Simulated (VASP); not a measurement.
Set up this calculation in VASP 6.6.1, as the native input.

```yaml
Task: single point
Functional: LDA
Potentials_or_basis: VASP PAW LDA potentials, release 64 (Mo_sv, S)
Cutoff: 520 eV
k_mesh: 10 × 10 × 3
Occupations: fermi-dirac, width 0.05 eV
Spin: no spin polarisation
Hubbard_terms: Mo d U = 6.0 eV
Dipole_correction: no
k_mesh_for_the_DOS: 15 × 15 × 5
Occupations_for_the_DOS: tetrahedron
Further_INCAR_settings: ALGO = Normal; EDIFF = 1e-06; NBANDS = 35
```

The system is MoS2.

```
Mo S
1.0
     3.16900    0.00000    0.00000
    -1.58450    2.74443    0.00000
     0.00000    0.00000   12.32400
Mo S
2 4
Direct
  0.66667 0.33333 0.75000
  0.33333 0.66667 0.25000
  0.66667 0.33333 0.37700
  0.33333 0.66667 0.87700
  0.66667 0.33333 0.12300
  0.33333 0.66667 0.62300
```

The input as run:

POSCAR

```
MoS2
1.0
    3.1690000000      0.0000000000      0.0000000000
   -1.5845000000      2.7444345046      0.0000000000
    0.0000000000      0.0000000000     12.3240000000
Mo S
2 4
Direct
    0.6666666667      0.3333333333      0.7500000000
    0.3333333333      0.6666666667      0.2500000000
    0.6666666667      0.3333333333      0.3770000000
    0.3333333333      0.6666666667      0.8770000000
    0.6666666667      0.3333333333      0.1230000000
    0.3333333333      0.6666666667      0.6230000000
```

INCAR.step1

```
ALGO     = Normal         # electronic algorithm
EDIFF    = 1E-6           # SCF threshold, eV
ENCUT    = 520            # plane-wave cutoff, eV
ISIF     = 2              # what is computed and relaxed
ISMEAR   = -1             # smearing method
LASPH    = True           # aspherical terms in the spheres
LCHARG   = True           # write CHGCAR
LDAU     = True           # DFT+U
LDAUJ    = 0 0          
LDAUL    = 2 -1           # shell
LDAUPRINT= 1            
LDAUTYPE = 2            
LDAUU    = 6 0            # U, eV
LMAXMIX  = 4              # l up to which the mixer works
LREAL    = False          # projectors in reciprocal space
LWAVE    = False          # write WAVECAR
NBANDS   = 35             # bands
NELM     = 150            # most SCF steps
PREC     = Accurate       # precision mode
SIGMA    = 0.05           # smearing width, eV
```

KPOINTS.step1

```
k-points
0
Gamma
  10 10 3
```

INCAR.step2

```
ALGO     = Normal         # electronic algorithm
EDIFF    = 1E-6           # SCF threshold, eV
ENCUT    = 520            # plane-wave cutoff, eV
ICHARG   = 11             # starting density
ISIF     = 2              # what is computed and relaxed
ISMEAR   = -5             # smearing method
LASPH    = True           # aspherical terms in the spheres
LCHARG   = False          # write CHGCAR
LDAU     = True           # DFT+U
LDAUJ    = 0 0          
LDAUL    = 2 -1           # shell
LDAUPRINT= 1            
LDAUTYPE = 2            
LDAUU    = 6 0            # U, eV
LMAXMIX  = 4              # l up to which the mixer works
LORBIT   = 10             # projections on sites
LREAL    = False          # projectors in reciprocal space
LWAVE    = False          # write WAVECAR
NBANDS   = 35             # bands
NEDOS    = 2001           # points of the DOS
NELM     = 150            # most SCF steps
PREC     = Accurate       # precision mode
SIGMA    = 0.05           # smearing width, eV
```

KPOINTS.step2

```
k-points
0
Gamma
  15 15 5
```

Potentials or basis: VASP PAW LDA potentials, release 64 (Mo_sv, S).

Launch:

```sh
$ cat potpaw_LDA.64/Mo_sv/POTCAR potpaw_LDA.64/S/POTCAR > POTCAR
$ cp INCAR.step1 INCAR
$ cp KPOINTS.step1 KPOINTS
$ mpirun -np 1 vasp_std > vasp.out
$ cp INCAR.step2 INCAR
$ cp KPOINTS.step2 KPOINTS
$ mpirun -np 1 vasp_std > vasp.out
```

It gave:

| Quantity | Value |
| --- | --- |
| Valence electrons inside the program's atomic spheres | Mo 12.36; S 3.70 |

Run time: 5.6 min on 1 thread of Oxide Virtual Turin-like Processor, on a shared host, peak memory 0.3 GiB.
